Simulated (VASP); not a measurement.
Here is a VASP 6.6.1 calculation.

File INCAR:

```
SYSTEM = InGa3P4
PREC     = Accurate       ! precision mode
ENCUT    = 520            ! plane-wave cutoff, eV
EDIFF    = 1E-7           ! SCF threshold, eV
ISMEAR   = 0              ! smearing method
SIGMA    = 0.1            ! smearing width, eV
LREAL    = .False.        ! projectors in reciprocal space
LASPH    = .True.         ! aspherical terms in the spheres
NELM     = 60             ! most SCF steps
ALGO     = Normal         ! electronic algorithm
ISIF     = 2              ! what is computed and relaxed
LWAVE    = .False.        ! write WAVECAR
LCHARG   = .False.        ! write CHGCAR
GGA      = PE             ! functional
NBANDS   = 46             ! bands
```

File KPOINTS:

```
Automatic mesh
0
Gamma
  4 4 4
  0 0 0
```

File POSCAR:

```
InGa3P4
1.0
    3.6454417253     -5.2179280184      0.0000000000
    3.6454417253      5.2179280184      0.0000000000
    0.0000000000      0.0000000000      3.8289307796
In Ga P
1 3 4
Direct
    0.0000000000      0.0000000000      0.5000000000
    0.0000000000      0.5000000000      0.0000000000
    0.5000000000      0.5000000000      0.5000000000
    0.5000000000      0.0000000000      0.0000000000
    0.7358967384      0.7358967384      0.0000000000
    0.7406935510      0.2593064490      0.5000000000
    0.2593064490      0.7406935510      0.5000000000
    0.2641032616      0.2641032616      0.0000000000
```

Potentials or basis: VASP PAW PBE potentials, release 64 (In_d, Ga_d, P).

Run with:

```bash
$ cat potpaw_PBE.64/In_d/POTCAR potpaw_PBE.64/Ga_d/POTCAR potpaw_PBE.64/P/POTCAR > POTCAR
$ mpirun -np 1 vasp_std > vasp.out
```

Q: What does it give for the largest force?

A: 0.032 eV/Å.

Q: What does it give for the band gap on the k mesh?

A: Zero (bands 36 and 37 overlap by 0.76 eV).

Stress tensor (GPa, compression positive):
```
 0.03  0.00  0.00
 0.00 -0.06  0.00
 0.00  0.00  0.05
```

Caveat: the k points lie up to 0.41 Å⁻¹ apart, too coarse for converged energies and pressures of a metal; semilocal functionals underestimate gaps, and a narrow one can read as zero; spin-orbit coupling is left out, which moves the levels of the heavy elements.
